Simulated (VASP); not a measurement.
SnGeTe2: single point with PBE

SnGeTe2:

```
CELL_PARAMETERS angstrom
2.17138 1.25365 7.12005
-2.17138 1.25365 7.12005
0.00000 -2.50729 7.12005
ATOMIC_POSITIONS crystal
Ge 0.00000 0.00000 0.00000
Sn 0.50000 0.50000 0.50000
Te 0.25613 0.25613 0.25613
Te 0.74387 0.74387 0.74387
```

This cell differs from its parent crystal: volume changed by -3%.

```
Program                : VASP 6.6.1
Task                   : single point
Functional             : PBE
Potentials or basis    : VASP PAW PBE potentials, release 64 (Ge_d, Sn_d, Te)
Cutoff                 : 520 eV
k mesh                 : 6 × 6 × 6
Occupations            : gaussian, width 0.01 eV
Spin                   : no spin polarisation
Dipole correction      : no
Further INCAR settings : ALGO = Normal; EDIFF = 1e-07; NBANDS = 28
```

The pressure is 1.5 GPa. The largest force is 0.006 eV/Å and the band gap on the k mesh is 0.20 eV, indirect (least direct gap 0.23 eV).

Forces on the atoms (eV/Å):
```
Ge   0.000  0.000  0.000
Sn   0.000  0.000  0.000
Te   0.000  0.000  0.006
Te   0.000  0.000 -0.006
```

Levels at points of the mesh, in eV from the valence-band top:
```
           k point  band 18  band 19  band 20  band 21  band 22  band 23
(0.00, 0.00, 0.00)    -1.58    -1.58     0.00     0.23     0.37     0.37
(0.50, 0.00, 0.00)    -2.72    -2.67    -2.30     2.75     2.78     2.90
(0.50, 0.50, 0.00)    -1.57    -1.55    -0.04     0.20     0.31     0.35
(0.50, 0.50, 0.50)    -1.79    -1.38    -0.42     1.43     1.43     1.66
```

It took 2.8 min on 1 thread of Intel(R) Xeon(R) Platinum 8559C (Emerald Rapids) (shared host), peak memory 0.47 GiB.

Caveat: spin-orbit coupling is left out, which moves the levels of the heavy elements. A k mesh can miss the band edges.
